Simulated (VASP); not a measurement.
# LiSc3 (Cmmm) in VASP: a series of runs

LiSc3 is run at these levels: PBE; tasks: single point, relaxation of cell and atoms.

All numbers are computed with VASP 6.6.1; they aren't measurements. Logs are shortened: lines on timing, memory, paths and dates and some standing lists are left out, and cuts for length are marked.

## 1. The cell of the first run

The structure is orthorhombic, space group Cmmm (No. 65). Conventional cell: a = 3.705 Å, b = 5.098 Å, c = 10.066 Å, α = 90.00°, β = 90.00°, γ = 90.00°. Li (site symmetry mmm) has 8 Sc at 3.13 to 3.59 Å and 6 Li at 3.15 to 3.70 Å within 4.1 Å. Sc (site symmetry mm2) has 10 Sc at 3.12 to 3.70 Å and 4 Li at 3.13 to 3.59 Å within 4.1 Å. Within 4.1 Å of Sc (site symmetry mmm) lie 14 Sc at 3.12 to 3.70 Å.

The cell was generated, and may not be a known phase.

## 2. Single point, PBE

Input file INCAR:

```
PREC     = Accurate       # precision mode
ENCUT    = 520            # plane-wave cutoff, eV
EDIFF    = 1E-6           # SCF threshold, eV
ISMEAR   = 0              # smearing method
SIGMA    = 0.2            # smearing width, eV
LREAL    = F              # projectors in reciprocal space
LASPH    = T              # aspherical terms in the spheres
NELM     = 80             # most SCF steps
ALGO     = Normal         # electronic algorithm
ISIF     = 2              # what is computed and relaxed
LWAVE    = F              # write WAVECAR
LCHARG   = F              # write CHGCAR
GGA      = PE             # functional
NBANDS   = 26             # bands
```

Input file KPOINTS:

```
regular mesh
0
Gamma
  7 7 3
```

Input file POSCAR:

```
LiSc3
1.0
    1.8523866700     -2.5492112791      0.0000000000
    1.8523866700      2.5492112791      0.0000000000
    0.0000000000      0.0000000000     10.0655753623
Li Sc
1 3
Direct
    0.0000000000      0.0000000000      0.0000000000
    0.5000000000      0.5000000000      0.7491388297
    0.0000000000      0.0000000000      0.5000000000
    0.5000000000      0.5000000000      0.2508611703
```

Potentials or basis: VASP PAW PBE potentials, release 64 (Li_sv, Sc_sv).

Run with:

```sh
> cat potpaw_PBE.64/Li_sv/POTCAR potpaw_PBE.64/Sc_sv/POTCAR > POTCAR
> mpirun -np 1 vasp_std > vasp.out
```

OUTCAR:

```text
PREC = Accurate
   ENCUT = 520
   EDIFF = 1E-6
   ISMEAR = 0
   LREAL = F
   LASPH = T
   NELM = 80
   ISIF = 2
   GGA = PE

 ion  position               nearest neighbor table
   1  0.000  0.000  0.000-
   2  0.500  0.500  0.749-   3 3.12   3 3.12
   3  0.000  0.000  0.500-   2 3.12   4 3.12   2 3.12   4 3.12
   4  0.500  0.500  0.251-   3 3.12   3 3.12

  LATTYP: Found a base centered orthorhombic cell.
 ALAT       =     3.7047733400
 B/A-ratio  =     1.3761766484
 C/A-ratio  =     2.7169206962

  Lattice vectors:

 A1 = (   1.8523866700,  -2.5492112791,   0.0000000000)
 A2 = (   1.8523866700,   2.5492112791,   0.0000000000)
 A3 = (   0.0000000000,   0.0000000000,  10.0655753623)

Analysis of symmetry for initial positions (statically):
=====================================================================
 Subroutine PRICEL returns:
 Original cell was already a primitive cell.

 Routine SETGRP: Setting up the symmetry group for a
 base centered orthorhombic supercell.

 Subroutine GETGRP returns: Found  8 space group operations
 (whereof  8 operations were pure point group operations)
 out of a pool of  8 trial point group operations.

The static configuration has the point symmetry D_2h.

Analysis of symmetry for dynamics (positions and initial velocities):
=====================================================================
 Subroutine PRICEL returns:
 Original cell was already a primitive cell.

 Routine SETGRP: Setting up the symmetry group for a
 base centered orthorhombic supercell.

 Subroutine GETGRP returns: Found  8 space group operations
 (whereof  8 operations were pure point group operations)
 out of a pool of  8 trial point group operations.

The dynamic configuration has the point symmetry D_2h.

 Subroutine INISYM returns: Found  8 space group operations
 (whereof  8 operations are pure point group operations),
 and found     1 'primitive' translations

----------------------------------------------------------------------------------------

                                     Primitive cell

  volume of cell :      95.0618

  direct lattice vectors                    reciprocal lattice vectors
     1.852386670 -2.549211279  0.000000000     0.269922046 -0.196139098  0.000000000
     1.852386670  2.549211279  0.000000000     0.269922046  0.196139098  0.000000000
     0.000000000  0.000000000 10.065575362     0.000000000  0.000000000  0.099348518

  length of vectors
     3.151160821  3.151160821 10.065575362     0.333659192  0.333659192  0.099348518

  position of ions in fractional coordinates (direct lattice)
     0.000000000  0.000000000  0.000000000
     0.500000000  0.500000000  0.749138830
     0.000000000  0.000000000  0.500000000
     0.500000000  0.500000000  0.250861170

  ion indices of the primitive-cell ions
   primitive index   ion index
                 1           1
                 2           2
                 3           3
                 4           4

----------------------------------------------------------------------------------------

 KPOINTS: regular mesh

Automatic generation of k-mesh.
 Grid dimensions read from file:
 generate k-points for:    7    7    3

 Generating k-lattice:

  Cartesian coordinates                     Fractional coordinates (reciprocal lattice)
     0.038560292 -0.028019871  0.000000000     0.142857143  0.000000000  0.000000000
     0.038560292  0.028019871  0.000000000     0.000000000  0.142857143  0.000000000
     0.000000000  0.000000000  0.033116173     0.000000000  0.000000000  0.333333333

  Length of vectors
     0.047665599  0.047665599  0.033116173

  Shift w.r.t. Gamma in fractional coordinates (k-lattice)
     0.000000000  0.000000000  0.000000000

 Subroutine IBZKPT returns following result:
 ===========================================

 Found     32 irreducible k-points:

 Following reciprocal coordinates:
            Coordinates               Weight
  0.000000  0.000000  0.000000      1.000000
  0.142857 -0.000000  0.000000      4.000000
  0.285714  0.000000  0.000000      4.000000
  0.428571  0.000000  0.000000      4.000000
  0.142857  0.142857  0.000000      2.000000
  0.285714  0.142857  0.000000      4.000000
[... 16 lines left out ...]
  0.428571  0.142857  0.333333      8.000000
 -0.428571  0.142857  0.333333      8.000000
 [... further k-points ...]
   k-points           NKPTS =     32   k-points in BZ     NKDIM =     32   number of bands    NBANDS=     26
   number of dos      NEDOS =    301   number of ions     NIONS =      4
   total plane-waves  NPLWV =  46080
   dimension x,y,z NGX =    24 NGY =   24 NGZ =   80
   dimension x,y,z NGXF=    48 NGYF=   48 NGZF=  160
   ions per type =               1   3
   NGX,Y,Z   is equivalent  to a cutoff of  12.66, 12.66, 13.21 a.u.
   NGXF,Y,Z  is equivalent  to a cutoff of  25.32, 25.32, 26.43 a.u.
 SYSTEM =  unknown system
   PREC   = accura    normal or accurate (medium, high low for compatibility)
   ISTART =      0    job   : 0-new  1-cont  2-samecut
   ICHARG =      2    charge: 1-file 2-atom 10-const
   ISPIN  =      1    spin polarized calculation?
   LNONCOLLINEAR =      F non collinear calculations
   LSORBIT =      F    spin-orbit coupling
   LASPH  =      T    aspherical Exc in radial PAW
   ENCUT  =  520.0 eV  38.22 Ry    6.18 a.u.   5.86  5.86 18.72*2*pi/ulx,y,z
   NELM   =     80;   NELMIN=  2; NELMDL= -5     # of ELM steps
   EDIFF  = 0.1E-05   stopping-criterion for ELM
   LREAL  =      F    real-space projection
   EDIFFG = 0.1E-04   stopping-criterion for IOM
   NSW    =      0    number of steps for IOM
   IBRION =     -1    ionic relax: 0-MD 1-quasi-New 2-CG
   NFREE  =      0    steps in history (QN), initial steepest desc. (CG)
   ISIF   =      2    stress and relaxation
   ISYM   =      2    0-nonsym 1-usesym 2-fastsym
   POTIM  = 0.5000    time-step for ionic-motion
   TEBEG  =    0.0;   TEEND  =   0.0 temperature during run
   PSTRESS=    0.0 pullay stress
   NELECT =      36.0000    total number of electrons
   NUPDOWN=      -1.0000    fix difference up-down
   EMIN   =  10.00;   EMAX   =-10.00  energy-range for DOS
   EFERMI =   0.00;   METHOD = LEGACY
   ISMEAR =     0;   SIGMA  =   0.20  broadening in eV -4-tet -1-fermi 0-gaus
   EFERMI_NEDOS =   21; number of points for ismear=-14 and -15
   IALGO  =     38    algorithm
   IMIX   =      4    mixing-type and parameters
     AMIX     =   0.40;   BMIX     =  1.00
     AMIX_MAG =   1.60;   BMIX_MAG =  1.00
  volume/ion in A,a.u.               =      23.77       160.38
  Fermi-wavevector in a.u.,A,eV,Ry     =   1.184423  2.238236 19.087052  1.402859
  Thomas-Fermi vector in A             =   2.320638
   LORBIT       =      0    0 simple, 1 ext, 2 COOP (PROOUT), +10 PAW based schemes
   GGA     = PE    functional components
   LHFCALC =     F    Hartree Fock is set to
   AEXX    =    0.0000 exact exchange contribution
   IVDW    =     0    specifies the selected vdW correction
   LEPSILON=     F    determine dielectric tensor
   LRPA    =     F    only Hartree local field effects (RPA)
 non-spin polarized calculation
 Gauss-broadening in eV      SIGMA  =   0.20
  energy-cutoff  :      520.00
  volume of cell :       95.06
 maximum number of plane-waves:      2582
   NGX = 11   NGY = 11   NGZ = 37

 number of electron      36.0000022 magnetization

 Free energy of the ion-electron system (eV)
  ---------------------------------------------------
  ext. energy  EPLUGINS =         0.00000000
  ---------------------------------------------------
  free energy    TOTEN  =       -20.17974129 eV

  energy without entropy =      -20.04389359  energy(sigma->0) =      -20.11181744

 E-fermi :   3.0357     XC(G=0):  -9.2323

 val. band max:        3.0282292314   @ k =   0.1429   0.1429   0.3333
 cond. band min:       3.0418096318   @ k =   0.4286   0.0000   0.3333
 fundamental gap:      0.0135804005
 Fermi energy:         3.0356886132

 k-point     1 :       0.0000    0.0000    0.0000
  band No.  band energies     occupation
      1     -46.6500      2.00000
      2     -46.6471      2.00000
      3     -46.3742      2.00000
      4     -42.9937      2.00000
      5     -25.3712      2.00000
      6     -25.2993      2.00000
[... 18 lines left out ...]
     25       5.5459      0.00000
     26       5.7226      0.00000

 k-point     2 :       0.1429   -0.0000    0.0000
  band No.  band energies     occupation
      1     -46.6432      2.00000
      2     -46.6408      2.00000
      3     -46.3684      2.00000
      4     -42.9928      2.00000
      5     -25.3551      2.00000
      6     -25.2999      2.00000
[... 18 lines left out ...]
     25       5.5310      0.00000
     26       5.5792      0.00000

 k-point     3 :       0.2857    0.0000    0.0000
  band No.  band energies     occupation
      1     -46.6277      2.00000
      2     -46.6266      2.00000
      3     -46.3553      2.00000
      4     -42.9907      2.00000
      5     -25.3369      2.00000
      6     -25.3111      2.00000
[... 18 lines left out ...]
     25       5.5713      0.00000
     26       5.7191      0.00000

 k-point     4 :       0.4286    0.0000    0.0000
  band No.  band energies     occupation
      1     -46.6153      2.00000
      2     -46.6151      2.00000
      3     -46.3447      2.00000
      4     -42.9890      2.00000
      5     -25.4183      2.00000
      6     -25.3925      2.00000
[... 18 lines left out ...]
     25       5.7253      0.00000
     26       5.7373      0.00000
[... 496 lines left out ...]
      1     -46.6200      2.00000
      2     -46.6197      2.00000
      3     -46.3491      2.00000
      4     -42.9897      2.00000
      5     -25.3327      2.00000
      6     -25.3145      2.00000
[... 18 lines left out ...]
     25       5.4189      0.00000
     26       5.6641      0.00000

 k-point    23 :       0.4286    0.1429    0.3333
  band No.  band energies     occupation
      1     -46.6096      2.00000
      2     -46.6095      2.00000
      3     -46.3392      2.00000
      4     -42.9882      2.00000
      5     -25.4104      2.00000
      6     -25.3882      2.00000
[... 18 lines left out ...]
     25       5.4690      0.00000
     26       5.8265      0.00000

 k-point    24 :      -0.4286    0.1429    0.3333
  band No.  band energies     occupation
      1     -46.6116      2.00000
      2     -46.6109      2.00000
      3     -46.3399      2.00000
      4     -42.9884      2.00000
      5     -25.3987      2.00000
      6     -25.3813      2.00000
[... 18 lines left out ...]
     25       5.4799      0.00000
     26       5.6193      0.00000

 [... further k-points ...]

------------------------ aborting loop because EDIFF is reached ----------------------------------------

  FORCE on cell =-STRESS in cart. coord.  units (eV):
  Direction    XX          YY          ZZ          XY          YZ          ZX
  --------------------------------------------------------------------------------------
  -------------------------------------------------------------------------------------
  Total        0.2951914      0.1765533      0.1093855      0.0000000      0.0000000      0.0000000
  in kB        4.9751728      2.9756396      1.8435901      0.0000000      0.0000000      0.0000000
  external PRESSURE =       3.2648009 kB  Pullay stress =       0.0000000 kB

 VOLUME and BASIS-vectors are now :
 -----------------------------------------------------------------------------
  energy-cutoff  :      520.00
  volume of cell :       95.06
      direct lattice vectors                 reciprocal lattice vectors
     1.852386670 -2.549211279  0.000000000     0.269922046 -0.196139098  0.000000000
     1.852386670  2.549211279  0.000000000     0.269922046  0.196139098  0.000000000
     0.000000000  0.000000000 10.065575362     0.000000000  0.000000000  0.099348518

 POSITION                                       TOTAL-FORCE (eV/Angst)
 -----------------------------------------------------------------------------------
      0.00000      0.00000      0.00000        -0.000000      0.000000      0.000000
      1.85239      0.00000      7.54051         0.000000      0.000000     -0.002509
      0.00000      0.00000      5.03279        -0.000000      0.000000      0.000000
      1.85239      0.00000      2.52506         0.000000      0.000000      0.002509
 -----------------------------------------------------------------------------------
    total drift:                               -0.000000     -0.000000      0.000000

  FREE ENERGIE OF THE ION-ELECTRON SYSTEM (eV)
  ---------------------------------------------------
  free  energy   TOTEN  =       -20.1797412860 eV

  energy  without entropy=      -20.0438935915  energy(sigma->0) =      -20.11181744
```

Wall time 77 s (1 thread of Oxide Virtual Turin-like, shared host); peak memory 0.2 GiB.

Results:

* Free energy: -20.1797 eV
* Band gap on the k mesh: zero (bands 18 and 19 overlap by 0.56 eV)

Forces in eV/Å, atoms in the order of the input:
```
Li   0.000  0.000  0.000
Sc   0.000  0.000 -0.003
Sc   0.000  0.000  0.000
Sc   0.000  0.000  0.003
```

Caveat: the cutoff is under 1.25 times the usual one of these potentials, so pressure, stress and relaxed cells hold a basis-set (Pulay) error.

(Continued in part 2 of 2.)
